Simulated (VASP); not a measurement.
# Ir (Fm-3m) in VASP: single point with LDA

Aim: the single point of Ir with LDA.

Everything below comes from runs of VASP 6.6.1. Logs are shortened: lines on timing, memory, paths and dates and some standing lists are left out, and cuts for length are marked.

### 1 The cell of the first run

The structure is cubic, space group Fm-3m (No. 225). Conventional cell: a = 3.811 Å, b = 3.811 Å, c = 3.811 Å, α = 90.00°, β = 90.00°, γ = 90.00°. Within 3.6 Å of Ir (site symmetry m-3m) lie 12 Ir at 2.69 Å.

### 2 Single point, LDA

Contents of INCAR:

```
PREC     = Accurate       # precision mode
ENCUT    = 560            # plane-wave cutoff, eV
EDIFF    = 1E-6           # SCF threshold, eV
ISMEAR   = 0              # smearing method
SIGMA    = 0.1            # smearing width, eV
LREAL    = False          # projectors in reciprocal space
LASPH    = True           # aspherical terms in the spheres
NELM     = 120            # most SCF steps
ALGO     = Normal         # electronic algorithm
ISIF     = 2              # what is computed and relaxed
LWAVE    = False          # write WAVECAR
LCHARG   = False          # write CHGCAR
NBANDS   = 14             # bands
GGA_COMPAT= False
```

Contents of KPOINTS:

```
regular mesh
0
Gamma
  18 18 18
```

Contents of POSCAR:

```
Ir
1.0
    0.0000000000      1.9054060557      1.9054060557
    1.9054060557      0.0000000000      1.9054060557
    1.9054060557      1.9054060557      0.0000000000
Ir
1
Direct
    0.0000000000      0.0000000000      0.0000000000
```

Potentials or basis: VASP PAW LDA potentials, release 64 (Ir_sv_GW).

The run is started by

```console
$ cat potpaw_LDA.64/Ir_sv_GW/POTCAR > POTCAR
$ mpirun -np 1 vasp_std > vasp.out
```

OUTCAR:

```text
PREC = Accurate
   ENCUT = 560
   EDIFF = 1E-6
   ISMEAR = 0
   LREAL = False
   LASPH = True
   NELM = 120
   ISIF = 2

 ion  position               nearest neighbor table
   1  0.000  0.000  0.000-

  LATTYP: Found a face centered cubic cell.
 ALAT       =     3.8108121114

  Lattice vectors:

 A1 = (   0.0000000000,   1.9054060557,   1.9054060557)
 A2 = (   1.9054060557,   0.0000000000,   1.9054060557)
 A3 = (   1.9054060557,   1.9054060557,   0.0000000000)

Analysis of symmetry for initial positions (statically):
=====================================================================
 Subroutine PRICEL returns:
 Original cell was already a primitive cell.

 Routine SETGRP: Setting up the symmetry group for a
 face centered cubic supercell.

 Subroutine GETGRP returns: Found 48 space group operations
 (whereof 48 operations were pure point group operations)
 out of a pool of 48 trial point group operations.

The static configuration has the point symmetry O_h .

Analysis of symmetry for dynamics (positions and initial velocities):
=====================================================================
 Subroutine PRICEL returns:
 Original cell was already a primitive cell.

 Routine SETGRP: Setting up the symmetry group for a
 face centered cubic supercell.

 Subroutine GETGRP returns: Found 48 space group operations
 (whereof 48 operations were pure point group operations)
 out of a pool of 48 trial point group operations.

The dynamic configuration has the point symmetry O_h .

 Subroutine INISYM returns: Found 48 space group operations
 (whereof 48 operations are pure point group operations),
 and found     1 'primitive' translations

----------------------------------------------------------------------------------------

                                     Primitive cell

  volume of cell :      13.8354

  direct lattice vectors                    reciprocal lattice vectors
     0.000000000  1.905406056  1.905406056    -0.262411258  0.262411258  0.262411258
     1.905406056  0.000000000  1.905406056     0.262411258 -0.262411258  0.262411258
     1.905406056  1.905406056  0.000000000     0.262411258  0.262411258 -0.262411258

  length of vectors
     2.694651086  2.694651086  2.694651086     0.454509631  0.454509631  0.454509631

  position of ions in fractional coordinates (direct lattice)
     0.000000000  0.000000000  0.000000000

  ion indices of the primitive-cell ions
   primitive index   ion index
[... 75 lines left out ...]
   EDIFFG = 0.1E-04   stopping-criterion for IOM
   NSW    =      0    number of steps for IOM
   IBRION =     -1    ionic relax: 0-MD 1-quasi-New 2-CG
   NFREE  =      0    steps in history (QN), initial steepest desc. (CG)
   ISIF   =      2    stress and relaxation
   ISYM   =      2    0-nonsym 1-usesym 2-fastsym
   POTIM  = 0.5000    time-step for ionic-motion
   TEBEG  =    0.0;   TEEND  =   0.0 temperature during run
   PSTRESS=    0.0 pullay stress
   NELECT =      17.0000    total number of electrons
   NUPDOWN=      -1.0000    fix difference up-down
   EMIN   =  10.00;   EMAX   =-10.00  energy-range for DOS
   EFERMI =   0.00;   METHOD = LEGACY
   ISMEAR =     0;   SIGMA  =   0.10  broadening in eV -4-tet -1-fermi 0-gaus
   EFERMI_NEDOS =   21; number of points for ismear=-14 and -15
   IALGO  =     38    algorithm
   IMIX   =      4    mixing-type and parameters
     AMIX     =   0.40;   BMIX     =  1.00
     AMIX_MAG =   1.60;   BMIX_MAG =  1.00
  volume/ion in A,a.u.               =      13.84        93.37
  Fermi-wavevector in a.u.,A,eV,Ry     =   1.753451  3.313542 41.832335  3.074590
  Thomas-Fermi vector in A             =   2.823584
   LORBIT       =      0    0 simple, 1 ext, 2 COOP (PROOUT), +10 PAW based schemes
   GGA     = CA    functional components
   LHFCALC =     F    Hartree Fock is set to
   AEXX    =    0.0000 exact exchange contribution
   IVDW    =     0    specifies the selected vdW correction
   LEPSILON=     F    determine dielectric tensor
   LRPA    =     F    only Hartree local field effects (RPA)
 non-spin polarized calculation
 Gauss-broadening in eV      SIGMA  =   0.10
  energy-cutoff  :      560.00
  volume of cell :       13.84
 maximum number of plane-waves:       444
 NGX is ok and might be reduce to    24
   NGX = 11   NGY = 11   NGZ = 11

 number of electron      17.0000000 magnetization

 Free energy of the ion-electron system (eV)
  ---------------------------------------------------
  ext. energy  EPLUGINS =         0.00000000
  ---------------------------------------------------
  free energy    TOTEN  =       -10.90941241 eV

  energy without entropy =      -10.90455654  energy(sigma->0) =      -10.90698447

 E-fermi :  13.1327     XC(G=0): -14.9270

 val. band max:       13.1256388864   @ k =   0.5000   0.2222   0.1111
 cond. band min:      13.1469311991   @ k =   0.3333   0.1111   0.0556
 fundamental gap:      0.0212923127
 Fermi energy:        13.1327018450

 k-point     1 :       0.0000    0.0000    0.0000
  band No.  band energies     occupation
      1     -79.5102      2.00000
      2     -36.1499      2.00000
      3     -36.1499      2.00000
      4     -36.1499      2.00000
      5       1.7725      2.00000
      6       9.0551      2.00000
      7       9.0551      2.00000
      8       9.0551      2.00000
      9      11.8739      2.00000
     10      11.8739      2.00000
     11      26.6771      0.00000
     12      32.2760      0.00000
     13      32.2760      0.00000
     14      32.2760      0.00000
[... 377 lines left out ...]
      1     -79.4736      2.00000
      2     -36.5695      2.00000
      3     -36.2361      2.00000
      4     -36.1980      2.00000
      5       4.0289      2.00000
      6       8.3820      2.00000
      7       9.5318      2.00000
      8       9.6231      2.00000
      9      11.5520      2.00000
     10      12.4520      2.00000
     11      27.0277      0.00000
     12      29.7208      0.00000
     13      34.9414      0.00000
     14      36.1568      0.00000

 [... further k-points ...]
[... 5 lines left out ...]
  --------------------------------------------------------------------------------------
  -------------------------------------------------------------------------------------
  Total       -0.0272596     -0.0272596     -0.0272596      0.0000000      0.0000000     -0.0000000
  in kB       -3.1567262     -3.1567262     -3.1567262      0.0000000      0.0000000     -0.0000000
  external PRESSURE =      -3.1567262 kB  Pullay stress =       0.0000000 kB

 VOLUME and BASIS-vectors are now :
 -----------------------------------------------------------------------------
  energy-cutoff  :      560.00
  volume of cell :       13.84
      direct lattice vectors                 reciprocal lattice vectors
     0.000000000  1.905406056  1.905406056    -0.262411258  0.262411258  0.262411258
     1.905406056  0.000000000  1.905406056     0.262411258 -0.262411258  0.262411258
     1.905406056  1.905406056  0.000000000     0.262411258  0.262411258 -0.262411258

 POSITION                                       TOTAL-FORCE (eV/Angst)
 -----------------------------------------------------------------------------------
      0.00000      0.00000      0.00000         0.000000      0.000000     -0.000000
 -----------------------------------------------------------------------------------
    total drift:                                0.000000     -0.000000     -0.000000

  FREE ENERGIE OF THE ION-ELECTRON SYSTEM (eV)
  ---------------------------------------------------
  free  energy   TOTEN  =       -10.9094124126 eV

  energy  without entropy=      -10.9045565360  energy(sigma->0) =      -10.90698447
```

OSZICAR:

```text
N       E                     dE             d eps       ncg     rms          rms(c)
DAV:   1     0.115331924401E+03    0.11533E+03   -0.11987E+04  5584   0.135E+03
DAV:   2    -0.103874335016E+02   -0.12572E+03   -0.12067E+03  6984   0.403E+02
DAV:   3    -0.121112768459E+02   -0.17238E+01   -0.17198E+01  5910   0.446E+01
DAV:   4    -0.121137922588E+02   -0.25154E-02   -0.25153E-02  6564   0.213E+00
DAV:   5    -0.121137973585E+02   -0.50997E-05   -0.50997E-05  5958   0.897E-02    0.716E+01
DAV:   6    -0.110169648149E+02    0.10968E+01   -0.14378E+00  5742   0.127E+01    0.387E+01
DAV:   7    -0.109269759570E+02    0.89989E-01   -0.40475E-01  6174   0.623E+00    0.738E+00
DAV:   8    -0.109096074412E+02    0.17369E-01   -0.61629E-02  5490   0.311E+00    0.667E-01
DAV:   9    -0.109095487756E+02    0.58666E-04   -0.72359E-04  6252   0.315E-01    0.318E-01
DAV:  10    -0.109094144363E+02    0.13434E-03   -0.23417E-04  5850   0.223E-01    0.243E-01
DAV:  11    -0.109094124741E+02    0.19622E-05   -0.49165E-06  6240   0.295E-02    0.524E-02
DAV:  12    -0.109094124126E+02    0.61528E-07   -0.17282E-07  2856   0.469E-03
   1 F= -.10909412E+02 E0= -.10906984E+02  d E =-.485588E-02
```

It took 12 s on 1 thread of Intel Xeon 6975P-C (Granite Rapids), shared host; peak memory 0.17 GiB.

Results:

```yaml
Free_energy: -10.9094 eV
Pressure: -0.3 GPa
Band_gap_on_the_k_mesh: zero (an odd number of electrons rules out a gap without spin polarisation)
```

Caveat: spin-orbit coupling is left out, which moves the levels of the heavy elements.

The gap in the log of VASP goes by the Fermi energy; the results here count the filled bands.